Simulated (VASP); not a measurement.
# CdSb3O (R-3m) in VASP: single point with PBE

Aim: the single point of CdSb3O with PBE.

Program: VASP 6.6.1. These are calculated values, not measurements. Logs are shortened: lines on timing, memory, paths and dates and some standing lists are left out, and cuts for length are marked.

## Step 1: The cell of the first run

It takes space group R-3m (No. 166, trigonal). The conventional cell has a = 4.401 Å, b = 4.401 Å, c = 13.427 Å, α = 90.00°, β = 90.00°, γ = 120.00°. Within 2.9 Å of Cd (site symmetry -3m) lie 6 Sb at 2.20 Å. Within 2.9 Å of Sb (site symmetry 2/m) lie 4 Sb at 2.20 Å and 2 Cd at 2.20 Å and 2 O at 2.57 Å. O (site symmetry -3m) has 6 Sb at 2.57 Å and 6 Cd at 3.39 Å within 3.4 Å.

The cell was built from a structure type or drawn by symmetry, and may not be a known phase.

## Step 2: Single point, PBE

The input, INCAR:

```
PREC = Accurate
ENCUT = 520
EDIFF = 1E-6
ISMEAR = 0
SIGMA = 0.1
LREAL = False
LASPH = True
NELM = 80
ALGO = Normal
ISIF = 2
LWAVE = False
LCHARG = False
GGA = PE
NBANDS = 24
```

The input, KPOINTS:

```
Automatic mesh
0
Gamma
  6 6 6
```

The input, POSCAR:

```
CdSb3O
1.0
    2.2006817500      1.2705642000      4.4755705400
   -2.2006817500      1.2705642000      4.4755705400
    0.0000000000     -2.5411284000      4.4755705400
Cd Sb O
1 3 1
Direct
    0.0000000000      0.0000000000      0.0000000000
    0.5000000000      0.5000000000      0.0000000000
    0.0000000000      0.5000000000      0.5000000000
    0.5000000000      0.0000000000      0.5000000000
    0.5000000000      0.5000000000      0.5000000000
```

Potentials or basis: VASP PAW PBE potentials, release 64 (Cd, Sb, O).

Run with:

```
$ cat potpaw_PBE.64/Cd/POTCAR potpaw_PBE.64/Sb/POTCAR potpaw_PBE.64/O/POTCAR > POTCAR
$ mpirun -np 1 vasp_std > vasp.out
```

OUTCAR:

```text
PREC = Accurate
   ENCUT = 520
   EDIFF = 1E-6
   ISMEAR = 0
   LREAL = False
   LASPH = True
   NELM = 80
   ISIF = 2
   GGA = PE

 ion  position               nearest neighbor table
   1  0.000  0.000  0.000-   3 2.20   4 2.20   3 2.20   4 2.20   2 2.20   2 2.20
   2  0.500  0.500  0.000-   3 2.20   4 2.20   4 2.20   3 2.20   1 2.20   1 2.20   5 2.57   5 2.57

   3  0.000  0.500  0.500-   1 2.20   2 2.20   1 2.20   2 2.20   4 2.20   4 2.20   5 2.57   5 2.57

   4  0.500  0.000  0.500-   1 2.20   2 2.20   2 2.20   1 2.20   3 2.20   3 2.20   5 2.57   5 2.57

   5  0.500  0.500  0.500-   2 2.57   2 2.57   4 2.57   3 2.57   4 2.57   3 2.57

  LATTYP: Found a trigonal (rhomboedric) cell.
 ALAT       =     5.1466557306
 COS(alpha) =     0.6343258654

  Lattice vectors:

 A1 = (   2.2006817500,   1.2705642000,   4.4755705400)
 A2 = (  -2.2006817500,   1.2705642000,   4.4755705400)
 A3 = (   0.0000000000,  -2.5411284000,   4.4755705400)

Analysis of symmetry for initial positions (statically):
=====================================================================
 Subroutine PRICEL returns:
 Original cell was already a primitive cell.

 Routine SETGRP: Setting up the symmetry group for a
 trigonal (rhombohedral) supercell.

 Subroutine GETGRP returns: Found 12 space group operations
 (whereof 12 operations were pure point group operations)
 out of a pool of 12 trial point group operations.

The static configuration has the point symmetry D_3d.

Analysis of symmetry for dynamics (positions and initial velocities):
=====================================================================
 Subroutine PRICEL returns:
 Original cell was already a primitive cell.

 Routine SETGRP: Setting up the symmetry group for a
 trigonal (rhombohedral) supercell.

 Subroutine GETGRP returns: Found 12 space group operations
 (whereof 12 operations were pure point group operations)
 out of a pool of 12 trial point group operations.

The dynamic configuration has the point symmetry D_3d.

 Subroutine INISYM returns: Found 12 space group operations
 (whereof 12 operations are pure point group operations),
 and found     1 'primitive' translations

[... 92 lines left out ...]
   ISTART =      0    job   : 0-new  1-cont  2-samecut
   ICHARG =      2    charge: 1-file 2-atom 10-const
   ISPIN  =      1    spin polarized calculation?
   LNONCOLLINEAR =      F non collinear calculations
   LSORBIT =      F    spin-orbit coupling
   LASPH  =      T    aspherical Exc in radial PAW
   ENCUT  =  520.0 eV  38.22 Ry    6.18 a.u.   9.57  9.57  9.57*2*pi/ulx,y,z
   NELM   =     80;   NELMIN=  2; NELMDL= -5     # of ELM steps
   EDIFF  = 0.1E-05   stopping-criterion for ELM
   LREAL  =      F    real-space projection
[... 7 lines left out ...]
   TEBEG  =    0.0;   TEEND  =   0.0 temperature during run
   PSTRESS=    0.0 pullay stress
   NELECT =      33.0000    total number of electrons
   NUPDOWN=      -1.0000    fix difference up-down
   EMIN   =  10.00;   EMAX   =-10.00  energy-range for DOS
   EFERMI =   0.00;   METHOD = LEGACY
   ISMEAR =     0;   SIGMA  =   0.10  broadening in eV -4-tet -1-fermi 0-gaus
   EFERMI_NEDOS =   21; number of points for ismear=-14 and -15
   IALGO  =     38    algorithm
   IMIX   =      4    mixing-type and parameters
     AMIX     =   0.40;   BMIX     =  1.00
     AMIX_MAG =   1.60;   BMIX_MAG =  1.00
  volume/ion in A,a.u.               =      15.02       101.34
  Fermi-wavevector in a.u.,A,eV,Ry     =   1.244691  2.352125 21.078912  1.549256
  Thomas-Fermi vector in A             =   2.378947
   LORBIT       =      0    0 simple, 1 ext, 2 COOP (PROOUT), +10 PAW based schemes
   GGA     = PE    functional components
   LHFCALC =     F    Hartree Fock is set to
   AEXX    =    0.0000 exact exchange contribution
   IVDW    =     0    specifies the selected vdW correction
   LEPSILON=     F    determine dielectric tensor
   LRPA    =     F    only Hartree local field effects (RPA)
 non-spin polarized calculation
 Gauss-broadening in eV      SIGMA  =   0.10
  energy-cutoff  :      520.00
  volume of cell :       75.09
 maximum number of plane-waves:      2038
 NGX is ok and might be reduce to    40
   NGX = 19   NGY = 19   NGZ = 19

 number of electron      33.0000000 magnetization

 Free energy of the ion-electron system (eV)
  ---------------------------------------------------
  ext. energy  EPLUGINS =         0.00000000
  ---------------------------------------------------
  free energy    TOTEN  =        26.29593321 eV

  energy without entropy =       26.31113388  energy(sigma->0) =       26.30353355

 E-fermi :  13.0161     XC(G=0): -11.5891

 val. band max:       12.9955858017   @ k =   0.5000   0.3333   0.1667
 cond. band min:      13.0234441784   @ k =  -0.3333   0.5000   0.3333
 fundamental gap:      0.0278583767
 Fermi energy:        13.0160809887

 k-point     1 :       0.0000    0.0000    0.0000
  band No.  band energies     occupation
      1      -8.6948      2.00000
      2      -4.2983      2.00000
      3      -3.2443      2.00000
      4      -3.2443      2.00000
      5      -1.0925      2.00000
      6      -1.0925      2.00000
[... 637 lines left out ...]
     23      19.0948      0.00000
     24      20.0445      0.00000

 [... further k-points ...]

------------------------ aborting loop because EDIFF is reached ----------------------------------------

  FORCE on cell =-STRESS in cart. coord.  units (eV):
  Direction    XX          YY          ZZ          XY          YZ          ZX
  --------------------------------------------------------------------------------------
  -------------------------------------------------------------------------------------
  Total      179.5677366    179.5677364      1.7996601      0.0000000      0.0000000      0.0000000
  in kB     3831.6459950   3831.6459904     38.4014437      0.0000000      0.0000000      0.0000000
  external PRESSURE =    2567.2311430 kB  Pullay stress =       0.0000000 kB

 VOLUME and BASIS-vectors are now :
 -----------------------------------------------------------------------------
  energy-cutoff  :      520.00
  volume of cell :       75.09
      direct lattice vectors                 reciprocal lattice vectors
     2.200681750  1.270564200  4.475570540     0.227202320  0.131175321  0.074478400
    -2.200681750  1.270564200  4.475570540    -0.227202320  0.131175321  0.074478400
     0.000000000 -2.541128400  4.475570540     0.000000000 -0.262350642  0.074478400

 POSITION                                       TOTAL-FORCE (eV/Angst)
 -----------------------------------------------------------------------------------
      0.00000      0.00000      0.00000        -0.000000     -0.000000      0.000000
      0.00000      1.27056      4.47557         0.000000     -0.000000      0.000000
     -1.10034     -0.63528      4.47557         0.000000      0.000000     -0.000000
      1.10034     -0.63528      4.47557        -0.000000      0.000000     -0.000000
      0.00000      0.00000      6.71336         0.000000      0.000000     -0.000000
 -----------------------------------------------------------------------------------
    total drift:                               -0.000000     -0.000000     -0.000000

  FREE ENERGIE OF THE ION-ELECTRON SYSTEM (eV)
  ---------------------------------------------------
  free  energy   TOTEN  =        26.2959332146 eV

  energy  without entropy=       26.3111338830  energy(sigma->0) =       26.30353355
```

It took 2 min on 1 thread of Intel Xeon 8259CL, shared host; peak memory 0.27 GiB.

Results:

| Property | Result |
| --- | --- |
| Free energy | 26.2959 eV |
| Pressure | 256.7 GPa |
| Band gap on the k mesh | zero (an odd number of electrons rules out a gap without spin polarisation) |

Caveat: the cell stands under pressure; spin-orbit coupling is left out, which moves the levels of the heavy elements; an odd number of electrons without spin polarisation forces a metal; a magnetic or distorted state may lie lower.
